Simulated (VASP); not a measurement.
## O: single point with PBE

O:

```xyz
2
Lattice="1.4233 0.8218 3.4083 -1.4233 0.8218 3.4083 0.0000 -1.6435 3.4083" Properties=species:S:1:pos:R:3 pbc="T T T"
O     0.0000    0.0000    0.5900
O     0.0000    0.0000    9.6349
```

- Program: VASP 6.6.1
- Task: single point
- Functional: PBE
- Potentials or basis: VASP PAW PBE potentials, release 64 (O)
- Cutoff: 600 eV
- k mesh: 3 × 3 × 3
- Occupations: tetrahedron
- Spin: no spin polarisation
- Dipole correction: no
- Further INCAR settings: ALGO = Normal; EDIFF = 1e-06; NBANDS = 13

```json
{
 "Pressure": "8.7 GPa",
 "Largest force": "4.176 eV/Å",
 "Band gap on the k mesh": "zero (band 6 reaches 1.15 eV, above the bottom of band 7 at 0.11 eV)"
}
```

Forces on the atoms (eV/Å):
```
O    0.000  0.000  4.176
O    0.000  0.000 -4.176
```

Stress tensor (GPa, compression positive):
```
-7.18  0.00  0.00
 0.00 -7.18  0.00
 0.00  0.00 40.45
```

Levels at points of the mesh, in eV from the Fermi level:
```csv
k point,band 3,band 4,band 5,band 6,band 7,band 8,band 9,band 10
"(0.00, 0.00, 0.00)",-9.10,-6.55,-6.55,0.60,0.60,8.34,11.76,15.08
```

Wall time 2.9 s on 1 thread of AMD EPYC 9R45 96-Core Processor (Zen 5), with other jobs on the host, peak memory 0.12 GiB.

Caveat: the k points lie up to 0.87 Å⁻¹ apart; the standard files for N, O and F lose accuracy on very short bonds; spin is off for a triplet molecule; forces of over 1 eV/Å act on the atoms, so gaps and moduli don't describe the material at rest; tetrahedron occupations give inexact forces and stress in metals.
